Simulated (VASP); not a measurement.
A run of VASP 6.6.1:

Contents of INCAR:

```
SYSTEM = SiC
ALGO = Normal
EDIFF = 1E-6
ENCUT = 520
GGA = PE
ISIF = 2
ISMEAR = 0
LASPH = .TRUE.
LCHARG = .FALSE.
LREAL = .FALSE.
LWAVE = .FALSE.
NBANDS = 11
NELM = 80
PREC = Accurate
SIGMA = 0.05
```

The input KPOINTS:

```
k-points
0
G
  10 10 10
  0 0 0
```

Contents of POSCAR:

```
SiC
1.0
    0.0000000000      2.1898640950      2.1351174926
    2.1898640950      0.0000000000      2.1351174926
    2.1898640950      2.1898640950      0.0000000000
Si C
1 1
Direct
    0.0000000000      0.0000000000      0.0000000000
    0.7500000000      0.7500000000      0.7500000000
```

Potentials or basis: VASP PAW PBE potentials, release 64 (Si, C).

Command:

```bash
$ cat potpaw_PBE.64/Si/POTCAR potpaw_PBE.64/C/POTCAR > POTCAR
$ mpirun -np 1 vasp_std > vasp.out
```

Hardware: 1 thread of Intel(R) Xeon(R) Platinum 8488C (Sapphire Rapids) (shared host).

Problem. Estimate the wall time of this run.

Solution. Run time: 13 s on 1 thread of Intel(R) Xeon(R) Platinum 8488C (Sapphire Rapids), on a shared host, peak memory 0.14 GiB. Counts: scf iterations 12, k points 102.
